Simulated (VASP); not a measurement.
# TeMo2 (P4mm) in VASP: single point with PBE

Aim: the single point of TeMo2 with PBE.

Everything below comes from runs of VASP 6.6.1. Logs are shortened: lines on timing, memory, paths and dates and some standing lists are left out, and cuts for length are marked.

**1. The cell of the first run**

The typed cell holds 3 atoms: a = 3.697 Å, b = 3.697 Å, c = 4.565 Å, α = 90.00°, β = 90.00°, γ = 90.00°.

The cell was built from a structure type or drawn by symmetry, and may not be a known phase.

**2. Single point, PBE**

Contents of INCAR:

```
PREC = Accurate ; ENCUT = 500
EDIFF = 1E-6 ; ISMEAR = 0
SIGMA = 0.2 ; LREAL = False
LASPH = True ; NELM = 120
ALGO = Normal ; ISIF = 2
LWAVE = False ; LCHARG = False
GGA = PE ; NBANDS = 24
GGA_COMPAT = False
```

Contents of KPOINTS:

```
regular mesh
0
Gamma
  4 4 6
```

Contents of POSCAR:

```
TeMo2
1.0
    3.6972227419      0.0000000000      0.0000000000
    0.0000000000      3.6972227419      0.0000000000
    0.0000000000      0.0000000000      4.5647134121
Te Mo
1 2
Direct
    0.0000000000      0.0000000000      0.6757791851
    0.5000000000      0.0000000000      0.1759211424
    0.0000000000      0.5000000000      0.1759211424
```

Potentials or basis: VASP PAW PBE potentials, release 64 (Te, Mo_sv).

On the command line:

```
$ cat potpaw_PBE.64/Te/POTCAR potpaw_PBE.64/Mo_sv/POTCAR > POTCAR
$ mpirun -np 1 vasp_std > vasp.out
```

OUTCAR:

```text
PREC = Accurate
   ENCUT = 500
   EDIFF = 1E-6
   ISMEAR = 0
   LREAL = False
   LASPH = True
   NELM = 120
   ISIF = 2
   GGA = PE

 ion  position               nearest neighbor table
   1  0.000  0.000  0.676-   2 2.94   3 2.94   3 2.94   2 2.94   3 2.94   2 2.94   2 2.94   3 2.94

   2  0.500  0.000  0.176-   3 2.61   3 2.61   3 2.61   3 2.61   1 2.94   1 2.94   1 2.94   1 2.94

   3  0.000  0.500  0.176-   2 2.61   2 2.61   2 2.61   2 2.61   1 2.94   1 2.94   1 2.94   1 2.94

  LATTYP: Found a simple tetragonal cell.
 ALAT       =     3.6972227419
 C/A-ratio  =     1.2346330559

  Lattice vectors:

 A1 = (   3.6972227419,   0.0000000000,   0.0000000000)
 A2 = (   0.0000000000,   3.6972227419,   0.0000000000)
 A3 = (   0.0000000000,   0.0000000000,   4.5647134121)

Analysis of symmetry for initial positions (statically):
=====================================================================
 Subroutine PRICEL returns:
 Original cell was already a primitive cell.

 Routine SETGRP: Setting up the symmetry group for a
 simple tetragonal supercell.

 Subroutine GETGRP returns: Found  8 space group operations
 (whereof  8 operations were pure point group operations)
 out of a pool of 16 trial point group operations.

The static configuration has the point symmetry C_4v.

Analysis of symmetry for dynamics (positions and initial velocities):
=====================================================================
 Subroutine PRICEL returns:
 Original cell was already a primitive cell.

 Routine SETGRP: Setting up the symmetry group for a
 simple tetragonal supercell.

 Subroutine GETGRP returns: Found  8 space group operations
 (whereof  8 operations were pure point group operations)
 out of a pool of 16 trial point group operations.

The dynamic configuration has the point symmetry C_4v.

 Subroutine INISYM returns: Found  8 space group operations
 (whereof  8 operations are pure point group operations),
 and found     1 'primitive' translations

----------------------------------------------------------------------------------------

                                     Primitive cell

  volume of cell :      62.3971

  direct lattice vectors                    reciprocal lattice vectors
     3.697222742  0.000000000  0.000000000     0.270473290  0.000000000  0.000000000
     0.000000000  3.697222742  0.000000000     0.000000000  0.270473290  0.000000000
     0.000000000  0.000000000  4.564713412     0.000000000  0.000000000  0.219071804

  length of vectors
     3.697222742  3.697222742  4.564713412     0.270473290  0.270473290  0.219071804

  position of ions in fractional coordinates (direct lattice)
     0.000000000  0.000000000  0.675779185
     0.500000000  0.000000000  0.175921142
     0.000000000  0.500000000  0.175921142

  ion indices of the primitive-cell ions
   primitive index   ion index
                 1           1
                 2           2
                 3           3

----------------------------------------------------------------------------------------

 KPOINTS: regular mesh

Automatic generation of k-mesh.
 Grid dimensions read from file:
 generate k-points for:    4    4    6

 Generating k-lattice:

  Cartesian coordinates                     Fractional coordinates (reciprocal lattice)
     0.067618323  0.000000000  0.000000000     0.250000000  0.000000000  0.000000000
     0.000000000  0.067618323  0.000000000     0.000000000  0.250000000  0.000000000
     0.000000000  0.000000000  0.036511967     0.000000000  0.000000000  0.166666667

  Length of vectors
     0.067618323  0.067618323  0.036511967

  Shift w.r.t. Gamma in fractional coordinates (k-lattice)
     0.000000000  0.000000000  0.000000000

 Subroutine IBZKPT returns following result:
 ===========================================

 Found     24 irreducible k-points:

 Following reciprocal coordinates:
            Coordinates               Weight
  0.000000  0.000000  0.000000      1.000000
  0.250000  0.000000  0.000000      4.000000
  0.500000  0.000000  0.000000      2.000000
  0.250000  0.250000  0.000000      4.000000
  0.500000  0.250000  0.000000      4.000000
  0.500000  0.500000  0.000000      1.000000
[... 16 lines left out ...]
  0.500000  0.250000  0.500000      4.000000
  0.500000  0.500000  0.500000      1.000000
   k-points           NKPTS =     24   k-points in BZ     NKDIM =     24   number of bands    NBANDS=     24
   number of dos      NEDOS =    301   number of ions     NIONS =      3
   total plane-waves  NPLWV =  28224
   dimension x,y,z NGX =    28 NGY =   28 NGZ =   36
   dimension x,y,z NGXF=    56 NGYF=   56 NGZF=   72
   ions per type =               1   2
   NGX,Y,Z   is equivalent  to a cutoff of  12.59, 12.59, 13.11 a.u.
   NGXF,Y,Z  is equivalent  to a cutoff of  25.18, 25.18, 26.22 a.u.
 SYSTEM =  unknown system
   PREC   = accura    normal or accurate (medium, high low for compatibility)
   ISTART =      0    job   : 0-new  1-cont  2-samecut
   ICHARG =      2    charge: 1-file 2-atom 10-const
   ISPIN  =      1    spin polarized calculation?
   LNONCOLLINEAR =      F non collinear calculations
   LSORBIT =      F    spin-orbit coupling
   LASPH  =      T    aspherical Exc in radial PAW
   ENCUT  =  500.0 eV  36.75 Ry    6.06 a.u.   6.74  6.74  8.32*2*pi/ulx,y,z
   NELM   =    120;   NELMIN=  2; NELMDL= -5     # of ELM steps
   EDIFF  = 0.1E-05   stopping-criterion for ELM
   LREAL  =      F    real-space projection
   EDIFFG = 0.1E-04   stopping-criterion for IOM
   NSW    =      0    number of steps for IOM
   IBRION =     -1    ionic relax: 0-MD 1-quasi-New 2-CG
   NFREE  =      0    steps in history (QN), initial steepest desc. (CG)
   ISIF   =      2    stress and relaxation
   ISYM   =      2    0-nonsym 1-usesym 2-fastsym
   POTIM  = 0.5000    time-step for ionic-motion
   TEBEG  =    0.0;   TEEND  =   0.0 temperature during run
   PSTRESS=    0.0 pullay stress
   NELECT =      34.0000    total number of electrons
   NUPDOWN=      -1.0000    fix difference up-down
   EMIN   =  10.00;   EMAX   =-10.00  energy-range for DOS
   EFERMI =   0.00;   METHOD = LEGACY
   ISMEAR =     0;   SIGMA  =   0.20  broadening in eV -4-tet -1-fermi 0-gaus
   EFERMI_NEDOS =   21; number of points for ismear=-14 and -15
   IALGO  =     38    algorithm
   IMIX   =      4    mixing-type and parameters
     AMIX     =   0.40;   BMIX     =  1.00
     AMIX_MAG =   1.60;   BMIX_MAG =  1.00
  volume/ion in A,a.u.               =      20.80       140.36
  Fermi-wavevector in a.u.,A,eV,Ry     =   1.337148  2.526844 24.326746  1.787965
  Thomas-Fermi vector in A             =   2.465720
   LORBIT       =      0    0 simple, 1 ext, 2 COOP (PROOUT), +10 PAW based schemes
   GGA     = PE    functional components
   LHFCALC =     F    Hartree Fock is set to
   AEXX    =    0.0000 exact exchange contribution
   IVDW    =     0    specifies the selected vdW correction
   LEPSILON=     F    determine dielectric tensor
   LRPA    =     F    only Hartree local field effects (RPA)
 non-spin polarized calculation
 Gauss-broadening in eV      SIGMA  =   0.20
  energy-cutoff  :      500.00
  volume of cell :       62.40
 maximum number of plane-waves:      1612
 NGX is ok and might be reduce to    28
   NGX = 13   NGY = 13   NGZ = 17

 number of electron      34.0000005 magnetization

 Free energy of the ion-electron system (eV)
  ---------------------------------------------------
  ext. energy  EPLUGINS =         0.00000000
  ---------------------------------------------------
  free energy    TOTEN  =       -22.73225780 eV

  energy without entropy =      -22.64876735  energy(sigma->0) =      -22.69051258

 E-fermi :   9.9443     XC(G=0): -11.4787

 val. band max:        9.9421043034   @ k =   0.5000   0.0000   0.5000
 cond. band min:       9.9627360547   @ k =   0.5000   0.2500   0.5000
 fundamental gap:      0.0206317513
 Fermi energy:         9.9442857738

 k-point     1 :       0.0000    0.0000    0.0000
  band No.  band energies     occupation
      1     -51.0576      2.00000
      2     -50.6962      2.00000
      3     -25.5532      2.00000
      4     -25.5532      2.00000
      5     -25.2847      2.00000
      6     -24.9487      2.00000
[... 16 lines left out ...]
     23      16.0112      0.00000
     24      16.8212      0.00000

 k-point     2 :       0.2500    0.0000    0.0000
  band No.  band energies     occupation
      1     -51.0048      2.00000
      2     -50.7492      2.00000
      3     -25.4107      2.00000
      4     -25.3925      2.00000
      5     -25.2336      2.00000
      6     -24.9960      2.00000
[... 16 lines left out ...]
     23      13.3792      0.00000
     24      16.9881      0.00000

 k-point     3 :       0.5000    0.0000    0.0000
  band No.  band energies     occupation
      1     -50.8773      2.00000
      2     -50.8770      2.00000
      3     -25.1151      2.00000
      4     -25.1106      2.00000
      5     -25.1011      2.00000
      6     -25.0598      2.00000
[... 16 lines left out ...]
     23      13.3532      0.00000
     24      15.5747      0.00000

 k-point     4 :       0.2500    0.2500    0.0000
  band No.  band energies     occupation
      1     -50.9666      2.00000
      2     -50.7858      2.00000
      3     -25.6627      2.00000
      4     -25.1963      2.00000
      5     -25.0629      2.00000
      6     -25.0281      2.00000
[... 16 lines left out ...]
     23      13.6657      0.00000
     24      15.4699      0.00000

 k-point     5 :       0.5000    0.2500    0.0000
  band No.  band energies     occupation
      1     -50.8755      2.00000
      2     -50.8753      2.00000
      3     -25.6225      2.00000
      4     -25.4339      2.00000
      5     -25.1107      2.00000
      6     -25.1084      2.00000
[... 451 lines left out ...]
 k-point    22 :       0.2500    0.2500    0.5000
  band No.  band energies     occupation
      1     -50.9664      2.00000
      2     -50.7857      2.00000
      3     -25.6613      2.00000
      4     -25.2040      2.00000
      5     -25.0623      2.00000
      6     -25.0322      2.00000
[... 16 lines left out ...]
     23      12.9435      0.00000
     24      16.9881      0.00000

 k-point    23 :       0.5000    0.2500    0.5000
  band No.  band energies     occupation
      1     -50.8754      2.00000
      2     -50.8751      2.00000
      3     -25.6211      2.00000
      4     -25.4336      2.00000
      5     -25.1165      2.00000
      6     -25.1149      2.00000
[... 16 lines left out ...]
     23      12.1912      0.00000
     24      16.5536      0.00000

 k-point    24 :       0.5000    0.5000    0.5000
  band No.  band energies     occupation
      1     -50.8735      2.00000
      2     -50.8735      2.00000
      3     -25.8439      2.00000
      4     -25.6493      2.00000
      5     -25.1127      2.00000
      6     -25.1127      2.00000
[... 16 lines left out ...]
     23      12.5537      0.00000
     24      15.5200      0.00000

------------------------ aborting loop because EDIFF is reached ----------------------------------------

  FORCE on cell =-STRESS in cart. coord.  units (eV):
  Direction    XX          YY          ZZ          XY          YZ          ZX
  --------------------------------------------------------------------------------------
  -------------------------------------------------------------------------------------
  Total       -0.0884418     -0.0884418     -0.2074216      0.0000000      0.0000000      0.0000000
  in kB       -2.2709277     -2.2709277     -5.3259834      0.0000000      0.0000000      0.0000000
  external PRESSURE =      -3.2892796 kB  Pullay stress =       0.0000000 kB

 VOLUME and BASIS-vectors are now :
 -----------------------------------------------------------------------------
  energy-cutoff  :      500.00
  volume of cell :       62.40
      direct lattice vectors                 reciprocal lattice vectors
     3.697222742  0.000000000  0.000000000     0.270473290  0.000000000  0.000000000
     0.000000000  3.697222742  0.000000000     0.000000000  0.270473290  0.000000000
     0.000000000  0.000000000  4.564713412     0.000000000  0.000000000  0.219071804

 POSITION                                       TOTAL-FORCE (eV/Angst)
 -----------------------------------------------------------------------------------
      0.00000      0.00000      3.08474        -0.000000     -0.000000      0.003769
      1.84861      0.00000      0.80303        -0.000000     -0.000000     -0.001884
      0.00000      1.84861      0.80303         0.000000      0.000000     -0.001884
 -----------------------------------------------------------------------------------
    total drift:                                0.000000      0.000000     -0.000167

  FREE ENERGIE OF THE ION-ELECTRON SYSTEM (eV)
  ---------------------------------------------------
  free  energy   TOTEN  =       -22.7322578046 eV

  energy  without entropy=      -22.6487673464  energy(sigma->0) =      -22.69051258
```

Wall time 18 s (1 thread of AMD EPYC 9R45 (Zen 5), shared host); peak memory 0.15 GiB.

What came out:

```
Free energy            : -22.7323 eV
Pressure               : -0.3 GPa
Largest force          : 0.004 eV/Å
Band gap on the k mesh : zero (bands 17 and 18 overlap by 1.85 eV)
```

Forces in eV/Å, atoms in the order of the input:
```
Te   0.000  0.000  0.004
Mo   0.000  0.000 -0.002
Mo   0.000  0.000 -0.002
```

Stress tensor (GPa, compression positive):
```
-0.23  0.00  0.00
 0.00 -0.23  0.00
 0.00  0.00 -0.53
```

Levels at points of the mesh, in eV from the Fermi level:
```csv
k point,band 13,band 14,band 15,band 16,band 17,band 18,band 19,band 20,band 21,band 22
"(0.00, 0.00, 0.00)",-3.74,-2.12,-2.12,-1.27,-1.27,-0.23,1.77,1.87,1.87,3.88
"(0.50, 0.00, 0.00)",-1.76,-1.70,-1.39,-0.85,-0.59,-0.05,0.56,0.62,0.96,3.01
"(0.50, 0.50, 0.00)",-2.88,-2.74,-2.74,0.36,0.82,0.82,2.13,2.65,3.28,4.08
"(0.00, 0.00, 0.50)",-3.85,-3.73,-2.77,0.94,1.45,1.45,2.93,2.93,3.40,3.88
"(0.50, 0.00, 0.50)",-1.90,-1.00,-0.64,-0.64,-0.54,-0.29,0.00,0.18,0.82,1.19
"(0.50, 0.50, 0.50)",-3.49,-2.97,-2.97,-0.82,-0.41,-0.41,0.86,0.86,2.11,2.23
```

Caveat: the k points lie up to 0.42 Å⁻¹ apart, too coarse for converged energies and pressures of a metal; spin-orbit coupling is left out, which moves the levels of the heavy elements.
